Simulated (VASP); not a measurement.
A run of VASP 6.6.1:

POSCAR

```
LaSb
1.0
    0.0000000000      3.2448835900      3.2448835900
    3.2448835900      0.0000000000      3.2448835900
    3.2448835900      3.2448835900      0.0000000000
La Sb
1 1
Direct
    0.0000000000      0.0000000000      0.0000000000
    0.5000000000      0.5000000000      0.5000000000
```

INCAR.step1

```
SYSTEM = LaSb
PREC = Accurate
ENCUT = 520
ISMEAR = -1
SIGMA = 0.1356
LREAL = .FALSE.
LASPH = .TRUE.
NELM = 100
NBANDS = 15
GGA = PE
ALGO = Normal
EDIFF = 1E-4
LWAVE = .TRUE.
LCHARG = .FALSE.
```

File INCAR.step2:

```
SYSTEM = LaSb
PREC = Accurate
ENCUT = 520
EDIFF = 1E-6
ISMEAR = -1
SIGMA = 0.1356
LREAL = .FALSE.
LASPH = .TRUE.
NELM = 100
ALGO = Normal
ISIF = 2
LWAVE = .FALSE.
LCHARG = .TRUE.
METAGGA = R2SCAN
LMIXTAU = .TRUE.
LELF = .TRUE.
LVHAR = .TRUE.
NBANDS = 15
ISTART = 1
```

File KPOINTS:

```
regular mesh
0
G
  5 5 5
  0 0 0
```

Potentials or basis: VASP PAW PBE potentials, release 64 (La, Sb).

Run with:

```bash
$ cat potpaw_PBE.64/La/POTCAR potpaw_PBE.64/Sb/POTCAR > POTCAR
$ cp INCAR.step1 INCAR
$ mpirun -np 1 vasp_std > vasp.out
$ cp INCAR.step2 INCAR
$ mpirun -np 1 vasp_std > vasp.out
```

Hardware: 1 thread of Intel(R) Xeon(R) Platinum 8259CL CPU @ 2.50GHz (Skylake/Cascade Lake), on a shared host.

How long does it take, and how much memory?

Wall time 65 s on 1 thread of Intel(R) Xeon(R) Platinum 8259CL CPU @ 2.50GHz (Skylake/Cascade Lake) (shared host), peak memory 0.23 GiB. Counts: k points 10.
